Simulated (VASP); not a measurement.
# TaN (Fm-3m) in VASP: notebook

TaN is run at these levels: r2SCAN; tasks: single point.

Program: VASP 6.6.1. These are calculated values, not measurements. Logs are shortened: lines on timing, memory, paths and dates and some standing lists are left out, and cuts for length are marked.

**1. The cell of the first run**

It takes space group Fm-3m (No. 225, cubic). The conventional cell has a = 4.350 Å, b = 4.350 Å, c = 4.350 Å, α = 90.00°, β = 90.00°, γ = 90.00°. Within 2.9 Å of Ta (site symmetry m-3m) lie 6 N at 2.18 Å. N (site symmetry m-3m) has 6 Ta at 2.18 Å within 2.9 Å.

**2. Single point, r2SCAN**

Input file POSCAR:

```
TaN
1.0
    0.0000000000      2.1750500039      2.1750500039
    2.1750500039      0.0000000000      2.1750500039
    2.1750500039      2.1750500039      0.0000000000
Ta N
1 1
Direct
    0.5000000000      0.5000000000      0.5000000000
    0.0000000000      0.0000000000      0.0000000000
```

Input file INCAR.step1:

```
  PREC = Accurate
  ENCUT = 770
  ISMEAR = 0
  SIGMA = 0.1
  LREAL = False
  LASPH = True
  NELM = 120
  NBANDS = 16
  GGA = PE
  ALGO = Normal
  EDIFF = 1E-5
  LWAVE = True
  LCHARG = False
  GGA_COMPAT = False
```

Input file INCAR.step2:

```
  PREC = Accurate
  ENCUT = 770
  EDIFF = 1E-6
  ISMEAR = 0
  SIGMA = 0.1
  LREAL = False
  LASPH = True
  NELM = 120
  ALGO = Normal
  ISIF = 2
  LWAVE = False
  LCHARG = False
  METAGGA = R2SCAN
  LMIXTAU = True
  NBANDS = 16
  ISTART = 1
  GGA_COMPAT = False
```

Input file KPOINTS:

```
Automatic mesh
0
Gamma
  16 16 16
```

Potentials or basis: VASP PAW PBE potentials, release 64 (Ta_sv_GW, N).

The run is started by

```bash
cat potpaw_PBE.64/Ta_sv_GW/POTCAR potpaw_PBE.64/N/POTCAR > POTCAR
cp INCAR.step1 INCAR
mpirun -np 1 vasp_std > vasp.out
cp INCAR.step2 INCAR
mpirun -np 1 vasp_std > vasp.out
```

OUTCAR:

```text
PREC = Accurate
   ENCUT = 770
   EDIFF = 1E-6
   ISMEAR = 0
   LREAL = False
   LASPH = True
   NELM = 120
   ISIF = 2
   METAGGA = R2SCAN
   ISTART = 1

 ion  position               nearest neighbor table
   1  0.500  0.500  0.500-   2 2.18   2 2.18   2 2.18   2 2.18   2 2.18   2 2.18
   2  0.000  0.000  0.000-   1 2.18   1 2.18   1 2.18   1 2.18   1 2.18   1 2.18

  LATTYP: Found a face centered cubic cell.
 ALAT       =     4.3501000078

  Lattice vectors:

 A1 = (   0.0000000000,   2.1750500039,   2.1750500039)
 A2 = (   2.1750500039,   0.0000000000,   2.1750500039)
 A3 = (   2.1750500039,   2.1750500039,   0.0000000000)

Analysis of symmetry for initial positions (statically):
=====================================================================
 Subroutine PRICEL returns:
 Original cell was already a primitive cell.

 Routine SETGRP: Setting up the symmetry group for a
 face centered cubic supercell.

 Subroutine GETGRP returns: Found 48 space group operations
 (whereof 48 operations were pure point group operations)
 out of a pool of 48 trial point group operations.

The static configuration has the point symmetry O_h .

Analysis of symmetry for dynamics (positions and initial velocities):
=====================================================================
 Subroutine PRICEL returns:
 Original cell was already a primitive cell.

 Routine SETGRP: Setting up the symmetry group for a
 face centered cubic supercell.

 Subroutine GETGRP returns: Found 48 space group operations
 (whereof 48 operations were pure point group operations)
 out of a pool of 48 trial point group operations.

The dynamic configuration has the point symmetry O_h .

 Subroutine INISYM returns: Found 48 space group operations
 (whereof 48 operations are pure point group operations),
 and found     1 'primitive' translations

----------------------------------------------------------------------------------------

                                     Primitive cell

  volume of cell :      20.5796

  direct lattice vectors                    reciprocal lattice vectors
     0.000000000  2.175050004  2.175050004    -0.229879772  0.229879772  0.229879772
     2.175050004  0.000000000  2.175050004     0.229879772 -0.229879772  0.229879772
     2.175050004  2.175050004  0.000000000     0.229879772  0.229879772 -0.229879772

  length of vectors
     3.075985214  3.075985214  3.075985214     0.398163446  0.398163446  0.398163446

  position of ions in fractional coordinates (direct lattice)
     0.500000000  0.500000000  0.500000000
     0.000000000  0.000000000  0.000000000

  ion indices of the primitive-cell ions
   primitive index   ion index
                 1           1
                 2           2

----------------------------------------------------------------------------------------

 KPOINTS: Automatic mesh

Automatic generation of k-mesh.
 Grid dimensions read from file:
 generate k-points for:   16   16   16

 Generating k-lattice:

  Cartesian coordinates                     Fractional coordinates (reciprocal lattice)
    -0.014367486  0.014367486  0.014367486     0.062500000  0.000000000  0.000000000
     0.014367486 -0.014367486  0.014367486     0.000000000  0.062500000  0.000000000
     0.014367486  0.014367486 -0.014367486     0.000000000  0.000000000  0.062500000

  Length of vectors
     0.024885215  0.024885215  0.024885215

  Shift w.r.t. Gamma in fractional coordinates (k-lattice)
     0.000000000  0.000000000  0.000000000

 Subroutine IBZKPT returns following result:
 ===========================================

 Found    145 irreducible k-points:

 Following reciprocal coordinates:
            Coordinates               Weight
  0.000000  0.000000  0.000000      1.000000
  0.062500  0.000000  0.000000      8.000000
  0.125000  0.000000  0.000000      8.000000
  0.187500  0.000000  0.000000      8.000000
  0.250000  0.000000  0.000000      8.000000
  0.312500  0.000000  0.000000      8.000000
[... 16 lines left out ...]
 -0.125000  0.062500  0.000000     24.000000
 -0.062500  0.062500  0.000000     12.000000
 [... further k-points ...]
   k-points           NKPTS =    145   k-points in BZ     NKDIM =    145   number of bands    NBANDS=     16
   number of dos      NEDOS =    301   number of ions     NIONS =      2
   total plane-waves  NPLWV =  21952
   dimension x,y,z NGX =    28 NGY =   28 NGZ =   28
   dimension x,y,z NGXF=    56 NGYF=   56 NGZF=   56
   ions per type =               1   1
   NGX,Y,Z   is equivalent  to a cutoff of  15.13, 15.13, 15.13 a.u.
   NGXF,Y,Z  is equivalent  to a cutoff of  30.27, 30.27, 30.27 a.u.
 SYSTEM =  unknown system
   PREC   = accura    normal or accurate (medium, high low for compatibility)
   ISTART =      1    job   : 0-new  1-cont  2-samecut
   ICHARG =      0    charge: 1-file 2-atom 10-const
   ISPIN  =      1    spin polarized calculation?
   LNONCOLLINEAR =      F non collinear calculations
   LSORBIT =      F    spin-orbit coupling
   LASPH  =      T    aspherical Exc in radial PAW
   ENCUT  =  770.0 eV  56.59 Ry    7.52 a.u.   6.96  6.96  6.96*2*pi/ulx,y,z
   NELM   =    120;   NELMIN=  2; NELMDL=  0     # of ELM steps
   EDIFF  = 0.1E-05   stopping-criterion for ELM
   LREAL  =      F    real-space projection
   EDIFFG = 0.1E-04   stopping-criterion for IOM
   NSW    =      0    number of steps for IOM
   IBRION =     -1    ionic relax: 0-MD 1-quasi-New 2-CG
   NFREE  =      0    steps in history (QN), initial steepest desc. (CG)
   ISIF   =      2    stress and relaxation
   ISYM   =      2    0-nonsym 1-usesym 2-fastsym
   POTIM  = 0.5000    time-step for ionic-motion
   TEBEG  =    0.0;   TEEND  =   0.0 temperature during run
   PSTRESS=    0.0 pullay stress
   NELECT =      18.0000    total number of electrons
   NUPDOWN=      -1.0000    fix difference up-down
   EMIN   =  10.00;   EMAX   =-10.00  energy-range for DOS
   EFERMI =   0.00;   METHOD = LEGACY
   ISMEAR =     0;   SIGMA  =   0.10  broadening in eV -4-tet -1-fermi 0-gaus
   EFERMI_NEDOS =   21; number of points for ismear=-14 and -15
   IALGO  =     38    algorithm
   IMIX   =      4    mixing-type and parameters
     AMIX     =   0.40;   BMIX     =  1.00
     AMIX_MAG =   1.60;   BMIX_MAG =  1.00
  volume/ion in A,a.u.               =      10.29        69.44
  Fermi-wavevector in a.u.,A,eV,Ry     =   1.565620  2.958593 33.350147  2.451167
  Thomas-Fermi vector in A             =   2.668069
   LORBIT       =      0    0 simple, 1 ext, 2 COOP (PROOUT), +10 PAW based schemes
   METAGGA = R2SCAN    functional components
   LHFCALC =     F    Hartree Fock is set to
   AEXX    =    0.0000 exact exchange contribution
   IVDW    =     0    specifies the selected vdW correction
   LEPSILON=     F    determine dielectric tensor
   LRPA    =     F    only Hartree local field effects (RPA)
 non-spin polarized calculation
 Gauss-broadening in eV      SIGMA  =   0.10
  energy-cutoff  :      770.00
  volume of cell :       20.58
 maximum number of plane-waves:      1013
   NGX = 13   NGY = 13   NGZ = 13

 number of electron      17.9999999 magnetization

 Free energy of the ion-electron system (eV)
  ---------------------------------------------------
  ext. energy  EPLUGINS =         0.00000000
  ---------------------------------------------------
  free energy    TOTEN  =       -62.17902406 eV

  energy without entropy =      -62.17370791  energy(sigma->0) =      -62.17636598

 E-fermi :  14.3802     XC(G=0): -14.9792

 val. band max:       14.3752069990   @ k =  -0.3125   0.3125   0.1250
 cond. band min:      14.3941613609   @ k =  -0.3125   0.3125   0.0625
 fundamental gap:      0.0189543619
 Fermi energy:        14.3802467419

 k-point     1 :       0.0000    0.0000    0.0000
  band No.  band energies     occupation
      1     -57.2206      2.00000
      2     -22.6877      2.00000
      3     -22.6877      2.00000
      4     -22.6877      2.00000
      5      -5.8880      2.00000
      6      10.1328      2.00000
[... 8 lines left out ...]
     15      24.0659      0.00000
     16      39.6719      0.00000

 k-point     2 :       0.0625    0.0000    0.0000
  band No.  band energies     occupation
      1     -57.2179      2.00000
      2     -22.7288      2.00000
      3     -22.6912      2.00000
      4     -22.6912      2.00000
      5      -5.7860      2.00000
      6       9.6184      2.00000
[... 8 lines left out ...]
     15      24.3755      0.00000
     16      38.2625      0.00000

 k-point     3 :       0.1250    0.0000    0.0000
  band No.  band energies     occupation
      1     -57.2105      2.00000
      2     -22.8445      2.00000
      3     -22.7011      2.00000
      4     -22.7011      2.00000
      5      -5.4920      2.00000
      6       8.5448      2.00000
[... 8 lines left out ...]
     15      25.2335      0.00000
     16      36.0084      0.00000

 k-point     4 :       0.1875    0.0000    0.0000
  band No.  band energies     occupation
      1     -57.1992      2.00000
      2     -23.0132      2.00000
      3     -22.7160      2.00000
      4     -22.7160      2.00000
      5      -5.0386      2.00000
      6       7.3292      2.00000
[... 8 lines left out ...]
     15      26.4008      0.00000
     16      33.9628      0.00000

 k-point     5 :       0.2500    0.0000    0.0000
  band No.  band energies     occupation
      1     -57.1859      2.00000
      2     -23.2059      2.00000
      3     -22.7334      2.00000
      4     -22.7334      2.00000
      5      -4.4753      2.00000
      6       6.1329      2.00000
[... 8 lines left out ...]
     15      27.3176      0.00000
     16      32.8389      0.00000

 k-point     6 :       0.3125    0.0000    0.0000
  band No.  band energies     occupation
      1     -57.1726      2.00000
      2     -23.3924      2.00000
      3     -22.7507      2.00000
      4     -22.7507      2.00000
      5      -3.8653      2.00000
      6       5.0436      2.00000
[... 8 lines left out ...]
     15      27.3621      0.00000
     16      30.9099      0.00000

 k-point     7 :       0.3750    0.0000    0.0000
  band No.  band energies     occupation
      1     -57.1613      2.00000
      2     -23.5460      2.00000
      3     -22.7652      2.00000
      4     -22.7652      2.00000
      5      -3.2893      2.00000
      6       4.1381      2.00000
[... 8 lines left out ...]
     15      27.1633      0.00000
     16      29.0651      0.00000

 k-point     8 :       0.4375    0.0000    0.0000
  band No.  band energies     occupation
      1     -57.1537      2.00000
      2     -23.6465      2.00000
      3     -22.7749      2.00000
      4     -22.7749      2.00000
      5      -2.8557      2.00000
      6       3.5131      2.00000
[... 8 lines left out ...]
     15      27.2440      0.00000
     16      27.7017      0.00000

 k-point     9 :       0.5000    0.0000    0.0000
  band No.  band energies     occupation
      1     -57.1510      2.00000
      2     -23.6814      2.00000
      3     -22.7783      2.00000
      4     -22.7783      2.00000
      5      -2.6898      2.00000
      6       3.2845      2.00000
[... 8 lines left out ...]
     15      27.1620      0.00000
     16      27.2429      0.00000
[... 172 lines left out ...]
 k-point    19 :      -0.3750    0.0625    0.0000
  band No.  band energies     occupation
      1     -57.1570      2.00000
      2     -23.5747      2.00000
      3     -22.8063      2.00000
      4     -22.7638      2.00000
      5      -3.1547      2.00000
      6       3.9526      2.00000
[... 8 lines left out ...]
     15      27.0453      0.00000
     16      28.2887      0.00000

 k-point    20 :      -0.3125    0.0625    0.0000
  band No.  band energies     occupation
      1     -57.1671      2.00000
      2     -23.4414      2.00000
      3     -22.7969      2.00000
      4     -22.7454      2.00000
      5      -3.6621      2.00000
      6       4.7091      2.00000
[... 8 lines left out ...]
     15      27.2803      0.00000
     16      29.5241      0.00000

 k-point    21 :      -0.2500    0.0625    0.0000
  band No.  band energies     occupation
      1     -57.1797      2.00000
      2     -23.2694      2.00000
      3     -22.7808      2.00000
      4     -22.7259      2.00000
      5      -4.2405      2.00000
      6       5.6666      2.00000
[... 8 lines left out ...]
     15      27.5466      0.00000
     16      30.8310      0.00000

 k-point    22 :      -0.1875    0.0625    0.0000
  band No.  band energies     occupation
      1     -57.1930      2.00000
      2     -23.0831      2.00000
      3     -22.7601      2.00000
      4     -22.7085      2.00000
      5      -4.8031      2.00000
      6       6.7430      2.00000
[... 8 lines left out ...]
     15      26.9675      0.00000
     16      32.3245      0.00000

 k-point    23 :      -0.1250    0.0625    0.0000
  band No.  band energies     occupation
      1     -57.2050      2.00000
      2     -22.9115      2.00000
      3     -22.7371      2.00000
      4     -22.6957      2.00000
      5      -5.2817      2.00000
      6       7.8570      2.00000
[... 8 lines left out ...]
     15      25.8369      0.00000
     16      34.3958      0.00000

 k-point    24 :      -0.0625    0.0625    0.0000
  band No.  band energies     occupation
      1     -57.2137      2.00000
      2     -22.7858      2.00000
      3     -22.7130      2.00000
      4     -22.6896      2.00000
      5      -5.6223      2.00000
      6       8.8945      2.00000
[... 8 lines left out ...]
     15      24.8672      0.00000
     16      36.6850      0.00000

 [... further k-points ...]

------------------------ aborting loop because EDIFF is reached ----------------------------------------

  FORCE on cell =-STRESS in cart. coord.  units (eV):
  Direction    XX          YY          ZZ          XY          YZ          ZX
  --------------------------------------------------------------------------------------
  -------------------------------------------------------------------------------------
  Total        1.5517654      1.5517654      1.5517654      0.0000000     -0.0000000      0.0000000
  in kB      120.8088939    120.8088939    120.8088939      0.0000000     -0.0000000      0.0000000
  external PRESSURE =     120.8088939 kB  Pullay stress =       0.0000000 kB

 VOLUME and BASIS-vectors are now :
 -----------------------------------------------------------------------------
  energy-cutoff  :      770.00
  volume of cell :       20.58
      direct lattice vectors                 reciprocal lattice vectors
     0.000000000  2.175050004  2.175050004    -0.229879772  0.229879772  0.229879772
     2.175050004  0.000000000  2.175050004     0.229879772 -0.229879772  0.229879772
     2.175050004  2.175050004  0.000000000     0.229879772  0.229879772 -0.229879772

 POSITION                                       TOTAL-FORCE (eV/Angst)
 -----------------------------------------------------------------------------------
      2.17505      2.17505      2.17505        -0.000000     -0.000000      0.000000
      0.00000      0.00000      0.00000         0.000000      0.000000     -0.000000
 -----------------------------------------------------------------------------------
    total drift:                                0.000000      0.000000      0.000000

  FREE ENERGIE OF THE ION-ELECTRON SYSTEM (eV)
  ---------------------------------------------------
  free  energy   TOTEN  =       -62.1790240583 eV

  energy  without entropy=      -62.1737079065  energy(sigma->0) =      -62.17636598
```

Wall time 2 min (1 thread of Intel Xeon 6975P-C (Granite Rapids), shared host); peak memory 0.25 GiB.

Results:

```
Free energy            : -62.1790 eV
Pressure               : 12.1 GPa
Band gap on the k mesh : zero (bands 9 and 10 overlap by 4.29 eV)
```

Caveat: the cell stands under pressure; the PAW data sets were made with another functional, which shifts forces and pressure a little; spin-orbit coupling is left out, which moves the levels of the heavy elements.

[end of part 1 of 3]
